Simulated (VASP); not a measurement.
Be: relaxation of cell and atoms with PBEsol

Crystal: Be.

```
Be
1.0
     2.29000    0.00000    0.00000
    -1.14500    1.98320    0.00000
     0.00000    0.00000    3.58843
Be
2
Direct
  0.00000 0.00000 0.00000
  0.33333 0.66667 0.50000
```

```
Program                : VASP 6.6.1
Task                   : relaxation of cell and atoms
Functional             : PBEsol
Potentials or basis    : VASP PAW PBE potentials, release 64 (Be)
Cutoff                 : 600 eV
k mesh                 : 27 × 27 × 15
Occupations            : methfessel-paxton, width 0.1 eV
Spin                   : no spin polarisation
Dipole correction      : no
Further INCAR settings : ALGO = Normal; EDIFF = 1e-06; IBRION = 2; EDIFFG = -0.005; NSW = 60; ISIF = 3
```

* Relaxed volume: 7.86 Å³/atom
* Relaxed cell: a = 2.259 Å, b = 2.259 Å, c = 3.555 Å, α = 90.00°, β = 90.00°, γ = 120.00°
* Space group after relaxing (to 0.1 Å): P6_3/mmc (No. 194)
* Energy gained by relaxing: 3.9 meV/atom
* Ionic steps: 6
* Pressure after relaxing: 0.1 GPa
* Band gap on the k mesh: zero (bands 2 and 3 overlap by 2.15 eV)

The path:
```csv
step,energy change (eV),largest force (eV/Å),pressure (GPa),volume (Å³)
1,0.0000,0.0000,-4.13,16.30
2,-0.0075,0.0000,-0.61,15.81
3,-0.0077,0.0000,0.01,15.73
4,-0.0077,0.0000,0.10,15.71
5,-0.0077,0.0000,0.08,15.71
6,-0.0077,0.0000,0.07,15.71
```

Final structure:
```
Be
1.0
     2.25933    0.00000    0.00000
    -1.12966    1.95664    0.00000
     0.00000    0.00000    3.55487
Be
2
Direct
  0.00000 0.00000 0.00000
  0.33333 0.66667 0.50000
```

Levels at points of the mesh, in eV from the Fermi level:
```tsv
k point	band 1	band 2	band 3	band 4	band 5	band 6
(0.00, 0.00, 0.00)	-11.28	-4.38	1.26	16.15	16.15	19.01
```

It took 40 s on 1 thread of Intel(R) Xeon(R) 6975P-C (Granite Rapids), with other jobs on the host, peak memory 0.17 GiB.

Caveat: the PAW data sets were made with another functional, which shifts forces and pressure a little.
